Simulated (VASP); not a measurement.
Runs of VASP 6.6.1 on NaGeBr3. The structure is that of space group Pm-3m (No. 221), or close to it. The cells are those of the table. 

```csv
level,cell,smearing,gap on the mesh (eV),pressure (GPa)
r2SCAN,"a = 5.555 Å, 5 atoms",gaussian 0.01 eV,0.77,-1.3
PBE,"a = 5.473 Å, angles 90.0, 90.0, 90.6°, 5 atoms",fermi-dirac 0.02 eV,(a),(b)
PBE,"a = 5.583, b = 5.583, c = 5.439 Å, 5 atoms",fermi-dirac 0.02 eV,0.52,-0.3
r2SCAN,"a = 5.473 Å, 5 atoms",gaussian 0.01 eV,0.54,-0.3
r2SCAN,"a = 5.309 Å, 5 atoms",fermi-dirac 0.02 eV,none,2.3
```

Alike in all rows: task single point; potentials or basis VASP PAW PBE potentials, release 64 (Na_pv, Ge_d, Br); no spin polarisation; k mesh 6 × 6 × 6; cutoff (eV) 520.

Question: Estimate the missing entries.

Answer: (a) 0.41; (b) 0.4.

Caveats: semilocal functionals underestimate gaps, and a narrow one can read as zero (at least some runs); the PAW data sets were made with another functional, which shifts forces and pressure a little (at least some runs).

A k mesh can miss the band edges, and the runs leave out spin-orbit coupling on Br, Ge.

A gap of «none» marks levels without a gap at the run's occupations.
